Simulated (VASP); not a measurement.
# BN (P3m1) in VASP: notebook, part 2 of 2

VASP 6.6.1. The steps go on from the part before.

## (3) Single point, r2SCAN (atom 1 (B) moved +0.100 Å along Cartesian [0 0 1])

Contents of POSCAR:

```
BN
1.0
    2.5539396017      0.0000000000      0.0000000000
   -1.2769698009      2.2117765748      0.0000000000
    0.0000000000      0.0000000000      4.2268550000
B N
2 2
Direct
    0.6666666667      0.3333333333      1.0233822518
    0.3333333333      0.6666666667      0.4997240000
    0.6666666667      0.3333333333      0.6252760000
    0.3333333333      0.6666666667      0.1252760000
```

Contents of INCAR.step1:

```
PREC     = Accurate       # precision mode
ENCUT    = 1460           # plane-wave cutoff, eV
ISMEAR   = 0              # smearing method
SIGMA    = 0.05           # smearing width, eV
LREAL    = False          # projectors in reciprocal space
LASPH    = True           # aspherical terms in the spheres
NELM     = 120            # most SCF steps
NBANDS   = 16             # bands
GGA      = PE             # functional
ALGO     = Normal         # electronic algorithm
EDIFF    = 1E-5           # SCF threshold, eV
LWAVE    = True           # write WAVECAR
LCHARG   = False          # write CHGCAR
GGA_COMPAT= False
```

Contents of INCAR.step2:

```
PREC     = Accurate       # precision mode
ENCUT    = 1460           # plane-wave cutoff, eV
EDIFF    = 1E-6           # SCF threshold, eV
ISMEAR   = 0              # smearing method
SIGMA    = 0.05           # smearing width, eV
LREAL    = False          # projectors in reciprocal space
LASPH    = True           # aspherical terms in the spheres
NELM     = 120            # most SCF steps
ALGO     = Normal         # electronic algorithm
ISIF     = 2              # what is computed and relaxed
LWAVE    = False          # write WAVECAR
LCHARG   = True           # write CHGCAR
METAGGA  = R2SCAN         # meta-GGA
LMIXTAU  = True         
LELF     = True           # ELF
LVHAR    = True         
NBANDS   = 16             # bands
ISTART   = 1            
GGA_COMPAT= False
```

Contents of KPOINTS:

```
Automatic mesh
0
Gamma
  12 12 6
```

Potentials or basis: VASP PAW PBE potentials, release 64 (B_h, N_h).

Launch:

```sh
$ cat potpaw_PBE.64/B_h/POTCAR potpaw_PBE.64/N_h/POTCAR > POTCAR
$ cp INCAR.step1 INCAR
$ mpirun -np 1 vasp_std > vasp.out
$ cp INCAR.step2 INCAR
$ mpirun -np 1 vasp_std > vasp.out
```

OUTCAR:

```text
PREC = Accurate
   ENCUT = 1460
   EDIFF = 1E-6
   ISMEAR = 0
   LREAL = False
   LASPH = True
   NELM = 120
   ISIF = 2
   METAGGA = R2SCAN
   ISTART = 1

 ion  position               nearest neighbor table
   1  0.667  0.333  0.023-
   2  0.333  0.667  0.500-
   3  0.667  0.333  0.625-
   4  0.333  0.667  0.125-

  LATTYP: Found a hexagonal cell.
 ALAT       =     2.5539396017
 C/A-ratio  =     1.6550332659

  Lattice vectors:

 A1 = (   2.5539396017,   0.0000000000,   0.0000000000)
 A2 = (  -1.2769698009,   2.2117765748,   0.0000000000)
 A3 = (   0.0000000000,   0.0000000000,   4.2268550000)

Analysis of symmetry for initial positions (statically):
=====================================================================
 Subroutine PRICEL returns:
 Original cell was already a primitive cell.

 Routine SETGRP: Setting up the symmetry group for a
 hexagonal supercell.

 Subroutine GETGRP returns: Found  6 space group operations
 (whereof  6 operations were pure point group operations)
 out of a pool of 24 trial point group operations.

The static configuration has the point symmetry C_3v.

Analysis of symmetry for dynamics (positions and initial velocities):
=====================================================================
 Subroutine PRICEL returns:
 Original cell was already a primitive cell.

 Routine SETGRP: Setting up the symmetry group for a
 hexagonal supercell.

 Subroutine GETGRP returns: Found  6 space group operations
 (whereof  6 operations were pure point group operations)
 out of a pool of 24 trial point group operations.

The dynamic configuration has the point symmetry C_3v.

 Subroutine INISYM returns: Found  6 space group operations
 (whereof  6 operations are pure point group operations),
 and found     1 'primitive' translations

----------------------------------------------------------------------------------------

                                     Primitive cell

  volume of cell :      23.8764

  direct lattice vectors                    reciprocal lattice vectors
     2.553939602  0.000000000  0.000000000     0.391551938  0.226062617  0.000000000
    -1.276969801  2.211776575  0.000000000     0.000000000  0.452125233  0.000000000
     0.000000000  0.000000000  4.226855000     0.000000000  0.000000000  0.236582518

  length of vectors
     2.553939602  2.553939602  4.226855000     0.452125233  0.452125233  0.236582518

  position of ions in fractional coordinates (direct lattice)
     0.666666667  0.333333333  0.023382252
     0.333333333  0.666666667  0.499724000
     0.666666667  0.333333333  0.625276000
     0.333333333  0.666666667  0.125276000

  ion indices of the primitive-cell ions
   primitive index   ion index
                 1           1
                 2           2
                 3           3
                 4           4

----------------------------------------------------------------------------------------

 KPOINTS: Automatic mesh

Automatic generation of k-mesh.
 Grid dimensions read from file:
 generate k-points for:   12   12    6

 Generating k-lattice:

  Cartesian coordinates                     Fractional coordinates (reciprocal lattice)
     0.032629328  0.018838551  0.000000000     0.083333333  0.000000000  0.000000000
     0.000000000  0.037677103  0.000000000     0.000000000  0.083333333  0.000000000
     0.000000000  0.000000000  0.039430420     0.000000000  0.000000000  0.166666667

  Length of vectors
     0.037677103  0.037677103  0.039430420

  Shift w.r.t. Gamma in fractional coordinates (k-lattice)
     0.000000000  0.000000000  0.000000000

 Subroutine IBZKPT returns following result:
 ===========================================

 Found    100 irreducible k-points:

 Following reciprocal coordinates:
            Coordinates               Weight
  0.000000  0.000000  0.000000      1.000000
  0.083333  0.000000  0.000000      6.000000
  0.166667  0.000000  0.000000      6.000000
  0.250000  0.000000  0.000000      6.000000
  0.333333  0.000000  0.000000      6.000000
  0.416667  0.000000  0.000000      6.000000
[... 16 lines left out ...]
  0.166667  0.000000  0.166667      6.000000
  0.000000  0.166667  0.166667      6.000000
 [... further k-points ...]
   k-points           NKPTS =    100   k-points in BZ     NKDIM =    100   number of bands    NBANDS=     16
   number of dos      NEDOS =    301   number of ions     NIONS =      4
   total plane-waves  NPLWV =  55296
   dimension x,y,z NGX =    32 NGY =   32 NGZ =   54
   dimension x,y,z NGXF=    64 NGYF=   64 NGZF=  108
   ions per type =               2   2
   NGX,Y,Z   is equivalent  to a cutoff of  20.83, 20.83, 21.24 a.u.
   NGXF,Y,Z  is equivalent  to a cutoff of  41.66, 41.66, 42.48 a.u.
 SYSTEM =  unknown system
   PREC   = accura    normal or accurate (medium, high low for compatibility)
   ISTART =      1    job   : 0-new  1-cont  2-samecut
   ICHARG =      0    charge: 1-file 2-atom 10-const
   ISPIN  =      1    spin polarized calculation?
   LNONCOLLINEAR =      F non collinear calculations
   LSORBIT =      F    spin-orbit coupling
   LASPH  =      T    aspherical Exc in radial PAW
   ENCUT  = 1460.0 eV 107.31 Ry   10.36 a.u.   7.96  7.96 13.17*2*pi/ulx,y,z
   NELM   =    120;   NELMIN=  2; NELMDL=  0     # of ELM steps
   EDIFF  = 0.1E-05   stopping-criterion for ELM
   LREAL  =      F    real-space projection
   EDIFFG = 0.1E-04   stopping-criterion for IOM
   NSW    =      0    number of steps for IOM
   IBRION =     -1    ionic relax: 0-MD 1-quasi-New 2-CG
   NFREE  =      0    steps in history (QN), initial steepest desc. (CG)
   ISIF   =      2    stress and relaxation
   ISYM   =      2    0-nonsym 1-usesym 2-fastsym
   POTIM  = 0.5000    time-step for ionic-motion
   TEBEG  =    0.0;   TEEND  =   0.0 temperature during run
   PSTRESS=    0.0 pullay stress
   NELECT =      16.0000    total number of electrons
   NUPDOWN=      -1.0000    fix difference up-down
   EMIN   =  10.00;   EMAX   =-10.00  energy-range for DOS
   EFERMI =   0.00;   METHOD = LEGACY
   ISMEAR =     0;   SIGMA  =   0.05  broadening in eV -4-tet -1-fermi 0-gaus
   EFERMI_NEDOS =   21; number of points for ismear=-14 and -15
   IALGO  =     38    algorithm
   IMIX   =      4    mixing-type and parameters
     AMIX     =   0.40;   BMIX     =  1.00
     AMIX_MAG =   1.60;   BMIX_MAG =  1.00
  volume/ion in A,a.u.               =       5.97        40.28
  Fermi-wavevector in a.u.,A,eV,Ry     =   1.432600  2.707222 27.923836  2.052344
  Thomas-Fermi vector in A             =   2.552210
   LORBIT       =      0    0 simple, 1 ext, 2 COOP (PROOUT), +10 PAW based schemes
   METAGGA = R2SCAN    functional components
   LHFCALC =     F    Hartree Fock is set to
   AEXX    =    0.0000 exact exchange contribution
   IVDW    =     0    specifies the selected vdW correction
   LEPSILON=     F    determine dielectric tensor
   LRPA    =     F    only Hartree local field effects (RPA)
 non-spin polarized calculation
 Gauss-broadening in eV      SIGMA  =   0.05
  energy-cutoff  :     1460.00
  volume of cell :       23.88
 maximum number of plane-waves:      3050
   NGX = 15   NGY = 15   NGZ = 27

 number of electron      16.0000000 magnetization

 Free energy of the ion-electron system (eV)
  ---------------------------------------------------
  ext. energy  EPLUGINS =         0.00000000
  ---------------------------------------------------
  free energy    TOTEN  =       -38.17012225 eV

  energy without entropy =      -38.17012225  energy(sigma->0) =      -38.17012225

 E-fermi :   9.3726     XC(G=0): -13.6861

 val. band max:        9.1509488169   @ k =   0.0000   0.0000   0.0000
 cond. band min:      15.2069213365   @ k =   0.3333   0.3333   0.0000
 fundamental gap:      6.0559725196
 Fermi energy:         9.3725719150

 k-point     1 :       0.0000    0.0000    0.0000
  band No.  band energies     occupation
      1     -12.4903      2.00000
      2      -8.1831      2.00000
      3      -2.1458      2.00000
      4       6.4591      2.00000
      5       6.4591      2.00000
      6       8.8383      2.00000
[... 433 lines left out ...]
      3      -0.7388      2.00000
      4       4.2216      2.00000
      5       5.6145      2.00000
      6       6.3875      2.00000
[... 8 lines left out ...]
     15      22.9429      0.00000
     16      25.1348      0.00000

 [... further k-points ...]

------------------------ aborting loop because EDIFF is reached ----------------------------------------

  FORCE on cell =-STRESS in cart. coord.  units (eV):
  Direction    XX          YY          ZZ          XY          YZ          ZX
  --------------------------------------------------------------------------------------
  -------------------------------------------------------------------------------------
  Total       -0.5992369     -0.5992369     -0.2965851      0.0000000      0.0000000     -0.0000000
  in kB      -40.2105405    -40.2105405    -19.9017249      0.0000000      0.0000000     -0.0000000
  external PRESSURE =     -33.4409353 kB  Pullay stress =       0.0000000 kB

 VOLUME and BASIS-vectors are now :
 -----------------------------------------------------------------------------
  energy-cutoff  :     1460.00
  volume of cell :       23.88
      direct lattice vectors                 reciprocal lattice vectors
     2.553939602  0.000000000  0.000000000     0.391551938  0.226062617  0.000000000
    -1.276969801  2.211776575  0.000000000     0.000000000  0.452125233  0.000000000
     0.000000000  0.000000000  4.226855000     0.000000000  0.000000000  0.236582518

 POSITION                                       TOTAL-FORCE (eV/Angst)
 -----------------------------------------------------------------------------------
      1.27697      0.73726      0.09883         0.000000     -0.000000     -2.957777
     -0.00000      1.47452      2.11226        -0.000000     -0.000000      1.229371
      1.27697      0.73726      2.64295        -0.000000      0.000000      0.349432
     -0.00000      1.47452      0.52952         0.000000     -0.000000      1.378974
 -----------------------------------------------------------------------------------
    total drift:                                0.000000      0.000000     -0.005037

  FREE ENERGIE OF THE ION-ELECTRON SYSTEM (eV)
  ---------------------------------------------------
  free  energy   TOTEN  =       -38.1701222461 eV

  energy  without entropy=      -38.1701222461  energy(sigma->0) =      -38.17012225
```

It took 10 min on 1 thread of AMD EPYC 7R13 (Zen 3), shared host; peak memory 0.3 GiB.

What came out:

| Quantity | Value |
| --- | --- |
| Free energy | -38.1701 eV |
| Pressure | -3.3 GPa |
| Largest force | 2.958 eV/Å |
| Band gap on the k mesh | 6.06 eV (least direct gap 8.64 eV) |

Forces in eV/Å, atoms in the order of the input:
```
B    0.000  0.000 -2.958
B    0.000  0.000  1.229
N    0.000  0.000  0.349
N    0.000  0.000  1.379
```

Caveat: the cell differs from its parent crystal (atom 1 (B) moved +0.100 Å along Cartesian [0 0 1]); the cell stands under tension; the PAW data sets were made with another functional, which shifts forces and pressure a little.

## (4) Single point, r2SCAN (atom 1 (B) moved +0.050 Å along Cartesian [0 0 1])

Changes to POSCAR since step 3:

```diff
@@ -8,3 +8,3 @@
 Direct
-    0.6666666667      0.3333333333      1.0233822518
+    0.6666666667      0.3333333333      1.0115531259
     0.3333333333      0.6666666667      0.4997240000
```

Contents of INCAR.step1:

```
PREC = Accurate
ENCUT = 1460
ISMEAR = 0
SIGMA = 0.05
LREAL = False
LASPH = True
NELM = 120
NBANDS = 16
GGA = PE
ALGO = Normal
EDIFF = 1E-5
LWAVE = True
LCHARG = False
GGA_COMPAT = False
```

Contents of INCAR.step2:

```
PREC = Accurate
ENCUT = 1460
EDIFF = 1E-6
ISMEAR = 0
SIGMA = 0.05
LREAL = False
LASPH = True
NELM = 120
ALGO = Normal
ISIF = 2
LWAVE = False
LCHARG = False
METAGGA = R2SCAN
LMIXTAU = True
NBANDS = 16
ISTART = 1
GGA_COMPAT = False
```

KPOINTS is that of step 3.

Launch:

```sh
$ cat potpaw_PBE.64/B_h/POTCAR potpaw_PBE.64/N_h/POTCAR > POTCAR
$ cp INCAR.step1 INCAR
$ mpirun -np 1 vasp_std > vasp.out
$ cp INCAR.step2 INCAR
$ mpirun -np 1 vasp_std > vasp.out
```

It took 5.2 min on 1 thread of Intel Xeon Platinum 8259CL at 2.50GHz (Skylake/Cascade Lake), shared host; peak memory 0.33 GiB.

The run converged. Its results:

```yaml
Free_energy: -38.2849 eV
Pressure: -4.6 GPa
Largest_force: 1.595 eV/Å
Band_gap_on_the_k_mesh: 6.03 eV (least direct gap 8.98 eV)
```

Forces on the atoms (eV/Å):
```
B    0.000  0.000 -1.595
B    0.000  0.000  0.629
N    0.000  0.000  0.253
N    0.000  0.000  0.713
```

Stress tensor (GPa, compression positive):
```
-4.72  0.00  0.00
 0.00 -4.72  0.00
 0.00  0.00 -4.40
```

Levels at points of the mesh, in eV from the valence-band top:
```
           k point  band 4  band 5  band 6  band 7  band 8  band 9  band 10  band 11  band 12  band 13
(0.00, 0.00, 0.00)   -2.27   -2.27   -0.06   -0.06    0.00    9.03     9.11     9.11    10.04    11.46
(0.50, 0.00, 0.00)   -8.13   -7.01   -5.21   -4.25   -2.28    7.25     8.67    11.70    12.16    13.49
(0.00, 0.00, 0.50)   -5.54   -1.58   -1.58   -0.96   -0.96    9.89    10.35    10.50    10.50    10.80
(0.50, 0.00, 0.50)  -10.12   -4.26   -3.71   -3.64   -3.33    7.00     7.27    10.42    10.63    15.26
```

Caveat: the cell differs from its parent crystal (atom 1 (B) moved +0.050 Å along Cartesian [0 0 1]); the cell stands under tension; the PAW data sets were made with another functional, which shifts forces and pressure a little.

## (5) The runs side by side

```tsv
cell	gap on the mesh (eV)	pressure (GPa)	largest force (eV/Å)
as given, atomic positions A	5.29	-5.0	1.92
as given, atomic positions B	6.06	-3.3	2.96
as given, atomic positions C	6.03	-4.6	1.60
```

Alike in all rows: task single point; level r2SCAN; potentials or basis VASP PAW PBE potentials, release 64 (B_h, N_h); no spin polarisation; k mesh 12 × 12 × 6; cutoff (eV) 1460; smearing gaussian 0.05 eV.

Caveats: the cell stands under tension; the PAW data sets were made with another functional, which shifts forces and pressure a little.

Total energies depend on the potentials used, so only differences within one code and one set of settings carry meaning.
